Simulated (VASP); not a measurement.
# MgS (I4/mmm) in VASP: notebook

The runs below take MgS through single point, with r2SCAN.

All numbers are computed with VASP 6.6.1; they aren't measurements. Logs are shortened: lines on timing, memory, paths and dates and some standing lists are left out, and cuts for length are marked.

## 1. The cell of the first run

The structure is tetragonal, space group I4/mmm (No. 139). Conventional cell: a = 3.826 Å, b = 3.826 Å, c = 5.203 Å, α = 90.00°, β = 90.00°, γ = 90.00°. Within 3.4 Å of Mg (site symmetry 4/mmm) lie 6 S at 2.60 to 2.71 Å. S (site symmetry 4/mmm) has 6 Mg at 2.60 to 2.71 Å within 3.4 Å.

## 2. Single point, r2SCAN (strain +0.040 along x and y, +0.000 along z)

File POSCAR:

```
MgS
1.0
    0.0000000000      2.7057160000      2.6016500000
    2.7057160000      0.0000000000      2.6016500000
    2.7057160000      2.7057160000      0.0000000000
Mg S
1 1
Direct
    0.0000000000      0.0000000000      0.0000000000
    0.5000000000      0.5000000000      0.5000000000
```

File INCAR.step1:

```
SYSTEM = MgS
PREC = Accurate
ENCUT = 520
ISMEAR = 0
SIGMA = 0.05
LREAL = .FALSE.
LASPH = .TRUE.
NELM = 60
NBANDS = 11
GGA = PE
ALGO = Normal
EDIFF = 1E-4
LWAVE = .TRUE.
LCHARG = .FALSE.
```

File INCAR.step2:

```
SYSTEM = MgS
PREC = Accurate
ENCUT = 520
EDIFF = 1E-7
ISMEAR = 0
SIGMA = 0.05
LREAL = .FALSE.
LASPH = .TRUE.
NELM = 60
ALGO = Normal
ISIF = 2
LWAVE = .FALSE.
LCHARG = .FALSE.
METAGGA = R2SCAN
LMIXTAU = .TRUE.
NBANDS = 11
ISTART = 1
```

File KPOINTS:

```
regular mesh
0
G
  8 8 8
  0 0 0
```

Potentials or basis: VASP PAW PBE potentials, release 64 (Mg, S).

Command:

```sh
cat potpaw_PBE.64/Mg/POTCAR potpaw_PBE.64/S/POTCAR > POTCAR
cp INCAR.step1 INCAR
mpirun -np 1 vasp_std > vasp.out
cp INCAR.step2 INCAR
mpirun -np 1 vasp_std > vasp.out
```

OUTCAR:

```text
SYSTEM = MgS
   PREC = Accurate
   ENCUT = 520
   EDIFF = 1E-7
   ISMEAR = 0
   LREAL = .FALSE.
   LASPH = .TRUE.
   NELM = 60
   ISIF = 2
   METAGGA = R2SCAN
   ISTART = 1

 ion  position               nearest neighbor table
   1  0.000  0.000  0.000-   2 2.60   2 2.60   2 2.71   2 2.71   2 2.71   2 2.71
   2  0.500  0.500  0.500-   1 2.60   1 2.60   1 2.71   1 2.71   1 2.71   1 2.71

  LATTYP: Found a body centered tetragonal cell.
 ALAT       =     3.8264602631
 C/A-ratio  =     1.3598207331

  Lattice vectors:

 A1 = (   0.0000000000,  -2.7057160000,  -2.6016500000)
 A2 = (   0.0000000000,   2.7057160000,  -2.6016500000)
 A3 = (   2.7057160000,   0.0000000000,   2.6016500000)

Analysis of symmetry for initial positions (statically):
=====================================================================
 Subroutine PRICEL returns:
 Original cell was already a primitive cell.

 Routine SETGRP: Setting up the symmetry group for a
 body centered tetragonal supercell.

 Subroutine GETGRP returns: Found 16 space group operations
 (whereof 16 operations were pure point group operations)
 out of a pool of 16 trial point group operations.

The static configuration has the point symmetry D_4h.

Analysis of symmetry for dynamics (positions and initial velocities):
=====================================================================
 Subroutine PRICEL returns:
 Original cell was already a primitive cell.

 Routine SETGRP: Setting up the symmetry group for a
 body centered tetragonal supercell.

 Subroutine GETGRP returns: Found 16 space group operations
 (whereof 16 operations were pure point group operations)
 out of a pool of 16 trial point group operations.

The dynamic configuration has the point symmetry D_4h.

 Subroutine INISYM returns: Found 16 space group operations
 (whereof 16 operations are pure point group operations),
 and found     1 'primitive' translations

----------------------------------------------------------------------------------------

                                     Primitive cell

  volume of cell :      38.0928

  direct lattice vectors                    reciprocal lattice vectors
     0.000000000  2.705716000  2.601650000    -0.184793970  0.184793970  0.192185728
     2.705716000  0.000000000  2.601650000     0.184793970 -0.184793970  0.192185728
     2.705716000  2.705716000  0.000000000     0.184793970  0.184793970 -0.192185728

  length of vectors
     3.753595849  3.753595849  3.826460263     0.324396326  0.324396326  0.324396326

  position of ions in fractional coordinates (direct lattice)
[... 8 lines left out ...]
----------------------------------------------------------------------------------------

 KPOINTS: regular mesh

Automatic generation of k-mesh.
 Grid dimensions read from file:
 generate k-points for:    8    8    8

 Generating k-lattice:

  Cartesian coordinates                     Fractional coordinates (reciprocal lattice)
    -0.023099246  0.023099246  0.024023216     0.125000000  0.000000000  0.000000000
     0.023099246 -0.023099246  0.024023216     0.000000000  0.125000000  0.000000000
     0.023099246  0.023099246 -0.024023216    -0.000000000 -0.000000000  0.125000000

  Length of vectors
     0.040549541  0.040549541  0.040549541

  Shift w.r.t. Gamma in fractional coordinates (k-lattice)
     0.000000000  0.000000000  0.000000000

 Subroutine IBZKPT returns following result:
 ===========================================

 Found     59 irreducible k-points:

 Following reciprocal coordinates:
            Coordinates               Weight
  0.000000  0.000000  0.000000      1.000000
  0.125000  0.000000  0.000000      8.000000
  0.250000  0.000000  0.000000      8.000000
  0.375000  0.000000  0.000000      8.000000
  0.500000  0.000000  0.000000      4.000000
  0.125000  0.125000  0.000000      2.000000
[... 16 lines left out ...]
  0.250000  0.000000  0.125000     16.000000
  0.375000 -0.000000  0.125000     16.000000
 [... further k-points ...]
   k-points           NKPTS =     59   k-points in BZ     NKDIM =     59   number of bands    NBANDS=     11
   number of dos      NEDOS =    301   number of ions     NIONS =      2
   total plane-waves  NPLWV =  21952
   dimension x,y,z NGX =    28 NGY =   28 NGZ =   28
   dimension x,y,z NGXF=    56 NGYF=   56 NGZF=   56
   ions per type =               1   1
   NGX,Y,Z   is equivalent  to a cutoff of  12.40, 12.40, 12.16 a.u.
   NGXF,Y,Z  is equivalent  to a cutoff of  24.80, 24.80, 24.33 a.u.
 SYSTEM =  MgS
   PREC   = accura    normal or accurate (medium, high low for compatibility)
   ISTART =      1    job   : 0-new  1-cont  2-samecut
   ICHARG =      0    charge: 1-file 2-atom 10-const
   ISPIN  =      1    spin polarized calculation?
   LNONCOLLINEAR =      F non collinear calculations
   LSORBIT =      F    spin-orbit coupling
   LASPH  =      T    aspherical Exc in radial PAW
   ENCUT  =  520.0 eV  38.22 Ry    6.18 a.u.   6.98  6.98  7.11*2*pi/ulx,y,z
   NELM   =     60;   NELMIN=  2; NELMDL=  0     # of ELM steps
   EDIFF  = 0.1E-06   stopping-criterion for ELM
   LREAL  =      F    real-space projection
   EDIFFG = 0.1E-05   stopping-criterion for IOM
   NSW    =      0    number of steps for IOM
   IBRION =     -1    ionic relax: 0-MD 1-quasi-New 2-CG
   NFREE  =      0    steps in history (QN), initial steepest desc. (CG)
   ISIF   =      2    stress and relaxation
   ISYM   =      2    0-nonsym 1-usesym 2-fastsym
   POTIM  = 0.5000    time-step for ionic-motion
   TEBEG  =    0.0;   TEEND  =   0.0 temperature during run
   PSTRESS=    0.0 pullay stress
   NELECT =       8.0000    total number of electrons
   NUPDOWN=      -1.0000    fix difference up-down
   EMIN   =  10.00;   EMAX   =-10.00  energy-range for DOS
   EFERMI =   0.00;   METHOD = LEGACY
   ISMEAR =     0;   SIGMA  =   0.05  broadening in eV -4-tet -1-fermi 0-gaus
   EFERMI_NEDOS =   21; number of points for ismear=-14 and -15
   IALGO  =     38    algorithm
   IMIX   =      4    mixing-type and parameters
     AMIX     =   0.40;   BMIX     =  1.00
     AMIX_MAG =   1.60;   BMIX_MAG =  1.00
  volume/ion in A,a.u.               =      19.05       128.53
  Fermi-wavevector in a.u.,A,eV,Ry     =   0.973099  1.838891 12.883654  0.946922
  Thomas-Fermi vector in A             =   2.103451
   LORBIT       =      0    0 simple, 1 ext, 2 COOP (PROOUT), +10 PAW based schemes
   METAGGA = R2SCAN    functional components
   LHFCALC =     F    Hartree Fock is set to
   AEXX    =    0.0000 exact exchange contribution
   IVDW    =     0    specifies the selected vdW correction
   LEPSILON=     F    determine dielectric tensor
   LRPA    =     F    only Hartree local field effects (RPA)
 non-spin polarized calculation
 Gauss-broadening in eV      SIGMA  =   0.05
  energy-cutoff  :      520.00
  volume of cell :       38.09
 maximum number of plane-waves:      1035
   NGX = 13   NGY = 13   NGZ = 15

 number of electron       8.0000001 magnetization

 Free energy of the ion-electron system (eV)
  ---------------------------------------------------
  ext. energy  EPLUGINS =         0.00000000
  ---------------------------------------------------
  free energy    TOTEN  =       -15.44369318 eV

  energy without entropy =      -15.44369318  energy(sigma->0) =      -15.44369318

 E-fermi :   3.1306     XC(G=0):  -9.7457

 val. band max:        2.8824790439   @ k =   0.0000   0.0000   0.0000
 cond. band min:       5.9782047472   @ k =   0.5000   0.5000   0.0000
 fundamental gap:      3.0957257033
 Fermi energy:         3.1306353089

 k-point     1 :       0.0000    0.0000    0.0000
  band No.  band energies     occupation
      1      -9.9296      2.00000
      2       2.6976      2.00000
      3       2.8825      2.00000
      4       2.8825      2.00000
      5       6.8105      0.00000
      6      11.2708      0.00000
      7      11.2708      0.00000
      8      11.6685      0.00000
      9      13.4032      0.00000
     10      13.9086      0.00000
     11      16.0768      0.00000

 k-point     2 :       0.1250    0.0000    0.0000
  band No.  band energies     occupation
      1      -9.7933      2.00000
      2       1.8530      2.00000
      3       2.6988      2.00000
      4       2.7735      2.00000
      5       7.5908      0.00000
      6      11.0446      0.00000
      7      11.4628      0.00000
      8      11.7844      0.00000
      9      12.8453      0.00000
     10      13.2049      0.00000
     11      15.9738      0.00000

 k-point     3 :       0.2500    0.0000    0.0000
  band No.  band energies     occupation
      1      -9.4293      2.00000
      2       0.2168      2.00000
      3       2.5333      2.00000
      4       2.5347      2.00000
      5       8.2056      0.00000
      6      10.9335      0.00000
      7      11.3289      0.00000
      8      11.5528      0.00000
      9      13.6327      0.00000
     10      13.6653      0.00000
     11      15.2669      0.00000

 k-point     4 :       0.3750    0.0000    0.0000
  band No.  band energies     occupation
      1      -8.9970      2.00000
      2      -1.1203      2.00000
      3       2.3231      2.00000
      4       2.3882      2.00000
      5       8.0219      0.00000
      6      10.2685      0.00000
      7      10.7060      0.00000
      8      12.7950      0.00000
      9      15.0169      0.00000
     10      15.5516      0.00000
     11      15.6575      0.00000
[... 239 lines left out ...]
 k-point    22 :       0.1250    0.0000    0.1250
  band No.  band energies     occupation
      1      -9.7546      2.00000
      2       1.9537      2.00000
      3       2.4072      2.00000
      4       2.6286      2.00000
      5       7.8863      0.00000
      6      10.4329      0.00000
      7      11.6640      0.00000
      8      11.9630      0.00000
      9      12.1852      0.00000
     10      14.0154      0.00000
     11      16.6477      0.00000

 k-point    23 :       0.2500    0.0000    0.1250
  band No.  band energies     occupation
      1      -9.4722      2.00000
      2       0.7110      2.00000
      3       2.2247      2.00000
      4       2.3765      2.00000
      5       8.6326      0.00000
      6      10.2245      0.00000
      7      10.6020      0.00000
      8      12.2167      0.00000
      9      13.1246      0.00000
     10      14.3880      0.00000
     11      16.6840      0.00000

 k-point    24 :       0.3750   -0.0000    0.1250
  band No.  band energies     occupation
      1      -9.0584      2.00000
      2      -0.6304      2.00000
      3       1.9808      2.00000
      4       2.1327      2.00000
      5       8.6034      0.00000
      6       9.8121      0.00000
      7      11.4248      0.00000
      8      11.6569      0.00000
      9      14.6431      0.00000
     10      16.0629      0.00000
     11      16.3291      0.00000

 [... further k-points ...]

------------------------ aborting loop because EDIFF is reached ----------------------------------------

  FORCE on cell =-STRESS in cart. coord.  units (eV):
  Direction    XX          YY          ZZ          XY          YZ          ZX
  --------------------------------------------------------------------------------------
  -------------------------------------------------------------------------------------
  Total       -1.5331912     -1.5331912     -0.8910474      0.0000000     -0.0000000      0.0000000
  in kB      -64.4857291    -64.4857291    -37.4772852      0.0000000     -0.0000000      0.0000000
  external PRESSURE =     -55.4829145 kB  Pullay stress =       0.0000000 kB

 VOLUME and BASIS-vectors are now :
 -----------------------------------------------------------------------------
  energy-cutoff  :      520.00
  volume of cell :       38.09
      direct lattice vectors                 reciprocal lattice vectors
     0.000000000  2.705716000  2.601650000    -0.184793970  0.184793970  0.192185728
     2.705716000  0.000000000  2.601650000     0.184793970 -0.184793970  0.192185728
     2.705716000  2.705716000  0.000000000     0.184793970  0.184793970 -0.192185728

 POSITION                                       TOTAL-FORCE (eV/Angst)
 -----------------------------------------------------------------------------------
      0.00000      0.00000      0.00000        -0.000000      0.000000      0.000000
      2.70572      2.70572      2.60165         0.000000     -0.000000      0.000000
 -----------------------------------------------------------------------------------
    total drift:                                0.000000      0.000000      0.000000

  FREE ENERGIE OF THE ION-ELECTRON SYSTEM (eV)
  ---------------------------------------------------
  free  energy   TOTEN  =       -15.4436931764 eV

  energy  without entropy=      -15.4436931764  energy(sigma->0) =      -15.44369318
```

It took 3.1 min on 1 thread of AMD EPYC 7R13, shared host; peak memory 0.15 GiB.

What came out:

| Item | Value |
| --- | --- |
| Free energy | -15.4437 eV |
| Pressure | -5.5 GPa |
| Band gap on the k mesh | 3.10 eV, indirect (least direct gap 3.93 eV) |

Caveat: the cell differs from its parent crystal (strain +0.040 along x and y, +0.000 along z); the PAW data sets were made with another functional, which shifts forces and pressure a little. A k mesh can miss the band edges.

[end of part 1 of 2]
